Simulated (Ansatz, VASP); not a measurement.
Two plane-wave programs on AlAs

```xyz
2
Lattice="0.0000 2.8922 2.8922 2.8922 0.0000 2.8922 2.8922 2.8922 0.0000" Properties=species:S:1:pos:R:3 pbc="T T T"
Al    0.0000    0.0000    0.0000
As    1.4461    1.4461    1.4461
```

Alike in both runs: task single point; functional PBE; k mesh 6 × 6 × 6; no spin polarisation.

|  | VASP | Ansatz |
| --- | --- | --- |
| version | VASP 6.6.1 | Ansatz 0.2.0 |
| potentials or method | VASP PAW PBE potentials, release 64 (Al, As) | plane waves, PAW |
| plane-wave cutoff (eV) | 500 | 420 |
| occupations | gaussian, width 0.01 eV | fixed |
| valence electrons in the cell | 8 | 18 |

```tsv
	VASP	Ansatz	Ansatz less VASP
gap on the k mesh at the Fermi level (eV)	1.54	1.55	+0.009
pressure (GPa)	-1.7	-1.8	-0.14
```

VASP's potentials hold 8 valence electrons a cell and Ansatz's 18, so a difference there can come from the potentials and not from the codes.
